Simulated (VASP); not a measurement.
# Y (Immm) in VASP: single point with r2SCAN

Aim: the single point of Y with r2SCAN.

All numbers are computed with VASP 6.6.1; they aren't measurements. Logs are shortened: lines on timing, memory, paths and dates and some standing lists are left out, and cuts for length are marked.

## 1. The cell of the first run

It takes space group Immm (No. 71, orthorhombic). The conventional cell has a = 3.499 Å, b = 3.634 Å, c = 5.139 Å, α = 90.00°, β = 90.00°, γ = 90.00°. Y (site symmetry mmm) has 12 Y at 3.50 to 3.63 Å within 4.6 Å.

## 2. Single point, r2SCAN (uniaxial strain along a: -3.0 %)

Contents of POSCAR:

```
Y
1.0
    2.4739385655      2.4739385655      0.0000000000
   -2.5695805204      2.5695805204      0.0000000000
    0.0000000000      0.0000000000      5.1391610407
Y
2
Direct
    0.0000000000      0.0000000000      0.0000000000
    0.5000000000      0.5000000000      0.5000000000
```

Contents of INCAR.step1:

```
SYSTEM = Y
  PREC = Accurate
  ENCUT = 520
  ISMEAR = 0
  SIGMA = 0.1
  LREAL = .False.
  LASPH = .True.
  NELM = 80
  NBANDS = 18
  GGA = PE
  ALGO = Normal
  EDIFF = 1E-4
  LWAVE = .True.
  LCHARG = .False.
```

Contents of INCAR.step2:

```
SYSTEM = Y
  PREC = Accurate
  ENCUT = 520
  EDIFF = 1E-7
  ISMEAR = 0
  SIGMA = 0.1
  LREAL = .False.
  LASPH = .True.
  NELM = 80
  ALGO = Normal
  ISIF = 2
  LWAVE = .False.
  LCHARG = .True.
  METAGGA = R2SCAN
  LMIXTAU = .True.
  LELF = .True.
  LVHAR = .True.
  NBANDS = 18
  ISTART = 1
```

Contents of KPOINTS:

```
Automatic mesh
0
Gamma
  14 14 10
  0 0 0
```

Potentials or basis: VASP PAW PBE potentials, release 64 (Y_sv).

Started as:

```bash
$ cat potpaw_PBE.64/Y_sv/POTCAR > POTCAR
$ cp INCAR.step1 INCAR
$ mpirun -np 1 vasp_std > vasp.out
$ cp INCAR.step2 INCAR
$ mpirun -np 1 vasp_std > vasp.out
```

OUTCAR:

```text
SYSTEM = Y
   PREC = Accurate
   ENCUT = 520
   EDIFF = 1E-7
   ISMEAR = 0
   LREAL = .False.
   LASPH = .True.
   NELM = 80
   ISIF = 2
   METAGGA = R2SCAN
   ISTART = 1

 ion  position               nearest neighbor table
   1  0.000  0.000  0.000-   2 3.60   2 3.60   2 3.60   2 3.60   2 3.60   2 3.60   2 3.60   2 3.60

   2  0.500  0.500  0.500-   1 3.60   1 3.60   1 3.60   1 3.60   1 3.60   1 3.60   1 3.60   1 3.60

  LATTYP: Found a simple orthorhombic cell.
 ALAT       =     3.4986774718
 B/A-ratio  =     1.0386597938
 C/A-ratio  =     1.4688867671

  Lattice vectors:

 A1 = (   2.4739385655,   2.4739385655,   0.0000000000)
 A2 = (  -2.5695805204,   2.5695805204,   0.0000000000)
 A3 = (   0.0000000000,   0.0000000000,   5.1391610407)

Analysis of symmetry for initial positions (statically):
=====================================================================
 Subroutine PRICEL returns following result:

  LATTYP: Found a body centered orthorhombic cell.
 ALAT       =     3.4986774718
 B/A-ratio  =     1.0386597938
 C/A-ratio  =     1.4688867671

  Lattice vectors:

 A1 = (   0.0478209775,  -2.5217595429,  -2.5695805204)
 A2 = (  -0.0478209775,   2.5217595429,  -2.5695805203)
 A3 = (   2.5217595429,  -0.0478209775,   2.5695805204)

   2 primitive cells build up your supercell.

 Routine SETGRP: Setting up the symmetry group for a
 simple orthorhombic supercell.

 Subroutine GETGRP returns: Found  8 space group operations
 (whereof  8 operations were pure point group operations)
 out of a pool of  8 trial point group operations.

The static configuration has the point symmetry D_2h.

Analysis of symmetry for dynamics (positions and initial velocities):
=====================================================================
 Subroutine PRICEL returns following result:

  LATTYP: Found a body centered orthorhombic cell.
 ALAT       =     3.4986774718
 B/A-ratio  =     1.0386597938
 C/A-ratio  =     1.4688867671

  Lattice vectors:

 A1 = (   0.0478209775,  -2.5217595429,  -2.5695805204)
 A2 = (  -0.0478209775,   2.5217595429,  -2.5695805203)
 A3 = (   2.5217595429,  -0.0478209775,   2.5695805204)

   2 primitive cells build up your supercell.

 Routine SETGRP: Setting up the symmetry group for a
 simple orthorhombic supercell.

 Subroutine GETGRP returns: Found  8 space group operations
 (whereof  8 operations were pure point group operations)
 out of a pool of  8 trial point group operations.

The dynamic configuration has the point symmetry D_2h.

 Subroutine INISYM returns: Found  8 space group operations
 (whereof  8 operations are pure point group operations),
 and found     2 'primitive' translations

----------------------------------------------------------------------------------------

                                     Primitive cell

  volume of cell :      32.6696

  direct lattice vectors                    reciprocal lattice vectors
     0.047820977 -2.521759543 -2.569580520     0.194584290 -0.194584290 -0.194584290
    -0.047820977  2.521759543 -2.569580520     0.202106878  0.202106878 -0.194584290
     2.521759543 -0.047820977  2.569580520     0.396691168  0.007522589  0.000000000

  length of vectors
     3.600597463  3.600597463  3.600597463     0.337029876  0.345770771  0.396762488

  position of ions in fractional coordinates (direct lattice)
     0.000000000  0.000000000  0.000000000

  ion indices of the primitive-cell ions
   primitive index   ion index
                 1           1

----------------------------------------------------------------------------------------

 KPOINTS: Automatic mesh

Automatic generation of k-mesh.
 Grid dimensions read from file:
 generate k-points for:   14   14   10

 Generating k-lattice:

  Cartesian coordinates                     Fractional coordinates (reciprocal lattice)
     0.014436206  0.014436206  0.000000000     0.071428571  0.000000000  0.000000000
    -0.013898878  0.013898878  0.000000000     0.000000000  0.071428571  0.000000000
     0.000000000  0.000000000  0.019458429     0.000000000  0.000000000  0.100000000

  Length of vectors
     0.020415878  0.019655982  0.019458429

  Shift w.r.t. Gamma in fractional coordinates (k-lattice)
     0.000000000  0.000000000  0.000000000

 Subroutine IBZKPT returns following result:
 ===========================================

 Found    384 irreducible k-points:

 Following reciprocal coordinates:
            Coordinates               Weight
  0.000000  0.000000  0.000000      1.000000
  0.071429  0.000000  0.000000      2.000000
  0.142857  0.000000  0.000000      2.000000
  0.214286  0.000000  0.000000      2.000000
  0.285714  0.000000  0.000000      2.000000
  0.357143  0.000000  0.000000      2.000000
[... 16 lines left out ...]
  0.428571  0.142857  0.000000      4.000000
  0.500000  0.142857  0.000000      2.000000
 [... further k-points ...]
   k-points           NKPTS =    384   k-points in BZ     NKDIM =    384   number of bands    NBANDS=     18
   number of dos      NEDOS =    301   number of ions     NIONS =      2
   total plane-waves  NPLWV =  31360
   dimension x,y,z NGX =    28 NGY =   28 NGZ =   40
   dimension x,y,z NGXF=    56 NGYF=   56 NGZF=   80
   ions per type =               2
   NGX,Y,Z   is equivalent  to a cutoff of  13.30, 12.81, 12.94 a.u.
   NGXF,Y,Z  is equivalent  to a cutoff of  26.61, 25.62, 25.88 a.u.
 SYSTEM =  Y
   PREC   = accura    normal or accurate (medium, high low for compatibility)
   ISTART =      1    job   : 0-new  1-cont  2-samecut
   ICHARG =      0    charge: 1-file 2-atom 10-const
   ISPIN  =      1    spin polarized calculation?
   LNONCOLLINEAR =      F non collinear calculations
   LSORBIT =      F    spin-orbit coupling
   LASPH  =      T    aspherical Exc in radial PAW
   ENCUT  =  520.0 eV  38.22 Ry    6.18 a.u.   6.51  6.76  9.56*2*pi/ulx,y,z
   NELM   =     80;   NELMIN=  2; NELMDL=  0     # of ELM steps
   EDIFF  = 0.1E-06   stopping-criterion for ELM
   LREAL  =      F    real-space projection
   EDIFFG = 0.1E-05   stopping-criterion for IOM
   NSW    =      0    number of steps for IOM
   IBRION =     -1    ionic relax: 0-MD 1-quasi-New 2-CG
   NFREE  =      0    steps in history (QN), initial steepest desc. (CG)
   ISIF   =      2    stress and relaxation
   ISYM   =      2    0-nonsym 1-usesym 2-fastsym
   POTIM  = 0.5000    time-step for ionic-motion
   TEBEG  =    0.0;   TEEND  =   0.0 temperature during run
   PSTRESS=    0.0 pullay stress
   NELECT =      22.0000    total number of electrons
   NUPDOWN=      -1.0000    fix difference up-down
   EMIN   =  10.00;   EMAX   =-10.00  energy-range for DOS
   EFERMI =   0.00;   METHOD = LEGACY
   ISMEAR =     0;   SIGMA  =   0.10  broadening in eV -4-tet -1-fermi 0-gaus
   EFERMI_NEDOS =   21; number of points for ismear=-14 and -15
   IALGO  =     38    algorithm
   IMIX   =      4    mixing-type and parameters
     AMIX     =   0.40;   BMIX     =  1.00
     AMIX_MAG =   1.60;   BMIX_MAG =  1.00
  volume/ion in A,a.u.               =      32.67       220.47
  Fermi-wavevector in a.u.,A,eV,Ry     =   1.138915  2.152237 17.648486  1.297127
  Thomas-Fermi vector in A             =   2.275619
   LORBIT       =      0    0 simple, 1 ext, 2 COOP (PROOUT), +10 PAW based schemes
   METAGGA = R2SCAN    functional components
   LHFCALC =     F    Hartree Fock is set to
   AEXX    =    0.0000 exact exchange contribution
   IVDW    =     0    specifies the selected vdW correction
   LEPSILON=     F    determine dielectric tensor
   LRPA    =     F    only Hartree local field effects (RPA)
 non-spin polarized calculation
 Gauss-broadening in eV      SIGMA  =   0.10
  energy-cutoff  :      520.00
  volume of cell :       65.34
 maximum number of plane-waves:      1789
 NGX is ok and might be reduce to    28
   NGX = 13   NGY = 13   NGZ = 19

 number of electron      21.9999999 magnetization

 Free energy of the ion-electron system (eV)
  ---------------------------------------------------
  ext. energy  EPLUGINS =         0.00000000
  ---------------------------------------------------
  free energy    TOTEN  =       -40.44113319 eV

  energy without entropy =      -40.42460886  energy(sigma->0) =      -40.43287102

 E-fermi :   3.1197     XC(G=0): -10.1007

 val. band max:        3.1186097280   @ k =   0.0714   0.1429   0.4000
 cond. band min:       3.1201769181   @ k =   0.2857   0.2857   0.0000
 fundamental gap:      0.0015671900
 Fermi energy:         3.1197317768

 k-point     1 :       0.0000    0.0000    0.0000
  band No.  band energies     occupation
      1     -41.0708      2.00000
      2     -40.9814      2.00000
      3     -20.6517      2.00000
      4     -20.3247      2.00000
      5     -20.2784      2.00000
      6     -20.1170      2.00000
[... 10 lines left out ...]
     17       7.4099      0.00000
     18       8.7955      0.00000

 k-point     2 :       0.0714    0.0000    0.0000
  band No.  band energies     occupation
      1     -41.0682      2.00000
      2     -40.9810      2.00000
      3     -20.6430      2.00000
      4     -20.3203      2.00000
      5     -20.2962      2.00000
      6     -20.1178      2.00000
[... 10 lines left out ...]
     17       7.2928      0.00000
     18       8.4389      0.00000

 k-point     3 :       0.1429    0.0000    0.0000
  band No.  band energies     occupation
      1     -41.0605      2.00000
      2     -40.9798      2.00000
      3     -20.6173      2.00000
      4     -20.3455      2.00000
      5     -20.3077      2.00000
      6     -20.1816      2.00000
[... 10 lines left out ...]
     17       7.1738      0.00000
     18       7.7758      0.00000

 k-point     4 :       0.2143    0.0000    0.0000
  band No.  band energies     occupation
      1     -41.0489      2.00000
      2     -40.9788      2.00000
      3     -20.5767      2.00000
      4     -20.4148      2.00000
      5     -20.2881      2.00000
      6     -20.2743      2.00000
[... 375 lines left out ...]
      4     -20.4865      2.00000
      5     -20.4465      2.00000
      6     -20.2696      2.00000
[... 10 lines left out ...]
     17       6.3478      0.00000
     18       8.2099      0.00000

 k-point    23 :       0.4286    0.1429    0.0000
  band No.  band energies     occupation
      1     -41.0013      2.00000
      2     -40.9833      2.00000
      3     -20.5892      2.00000
      4     -20.5553      2.00000
      5     -20.3880      2.00000
      6     -20.2771      2.00000
[... 10 lines left out ...]
     17       6.7688      0.00000
     18       7.7273      0.00000

 k-point    24 :       0.5000    0.1429    0.0000
  band No.  band energies     occupation
      1     -40.9907      2.00000
      2     -40.9907      2.00000
      3     -20.5909      2.00000
      4     -20.5909      2.00000
      5     -20.3304      2.00000
      6     -20.3304      2.00000
[... 10 lines left out ...]
     17       7.2370      0.00000
     18       7.2370      0.00000

 [... further k-points ...]

------------------------ aborting loop because EDIFF is reached ----------------------------------------

  FORCE on cell =-STRESS in cart. coord.  units (eV):
  Direction    XX          YY          ZZ          XY          YZ          ZX
  --------------------------------------------------------------------------------------
  -------------------------------------------------------------------------------------
  Total        0.3320486      0.3320486      0.1836164      0.4588584      0.0000000      0.0000000
  in kB        8.1421464      8.1421464      4.5024479     11.2516425      0.0000000      0.0000000
  external PRESSURE =       6.9289136 kB  Pullay stress =       0.0000000 kB

 VOLUME and BASIS-vectors are now :
 -----------------------------------------------------------------------------
  energy-cutoff  :      520.00
  volume of cell :       65.34
      direct lattice vectors                 reciprocal lattice vectors
     2.473938566  2.473938566  0.000000000     0.202106878  0.202106878  0.000000000
    -2.569580520  2.569580520  0.000000000    -0.194584290  0.194584290  0.000000000
     0.000000000  0.000000000  5.139161041     0.000000000  0.000000000  0.194584290

 POSITION                                       TOTAL-FORCE (eV/Angst)
 -----------------------------------------------------------------------------------
      0.00000      0.00000      0.00000         0.000000     -0.000000     -0.000000
     -0.04782      2.52176      2.56958        -0.000000      0.000000      0.000000
 -----------------------------------------------------------------------------------
    total drift:                               -0.000000      0.000000      0.000000

  FREE ENERGIE OF THE ION-ELECTRON SYSTEM (eV)
  ---------------------------------------------------
  free  energy   TOTEN  =       -40.4411331948 eV

  energy  without entropy=      -40.4246088550  energy(sigma->0) =      -40.43287102
```

It took 51 min on 1 thread of Intel Xeon 8259CL, shared host; peak memory 0.52 GiB.

What came out:

| Item | Value |
| --- | --- |
| Free energy | -40.4411 eV |
| Pressure | 0.7 GPa |
| Band gap on the k mesh | zero (bands 11 and 12 overlap by 1.42 eV) |

Levels at points of the mesh, in eV from the Fermi level:
| k point | band 9 | band 10 | band 11 | band 12 | band 13 | band 14 |
| --- | --- | --- | --- | --- | --- | --- |
| (0.00, 0.00, 0.00) | -4.99 | -1.80 | -0.79 | 1.84 | 1.88 | 1.93 |
| (0.50, 0.00, 0.00) | -1.58 | -1.58 | 0.25 | 0.25 | 0.86 | 0.86 |
| (0.00, 0.50, 0.00) | -1.81 | -1.81 | 0.33 | 0.33 | 0.65 | 0.65 |
| (0.50, 0.50, 0.00) | -1.79 | -1.79 | -0.86 | -0.86 | 2.10 | 2.10 |
| (0.00, 0.00, 0.50) | -3.18 | -3.18 | 0.28 | 0.28 | 1.87 | 1.87 |
| (0.50, 0.00, 0.50) | -1.97 | -1.97 | 0.56 | 0.56 | 1.72 | 1.72 |
| (0.00, 0.50, 0.50) | -2.03 | -2.03 | 0.31 | 0.31 | 1.65 | 1.65 |
| (0.50, 0.50, 0.50) | -0.84 | -0.84 | 0.17 | 0.17 | 0.40 | 0.40 |

Caveat: the cell differs from its parent crystal (uniaxial strain along a: -3.0 %); the PAW data sets were made with another functional, which shifts forces and pressure a little.
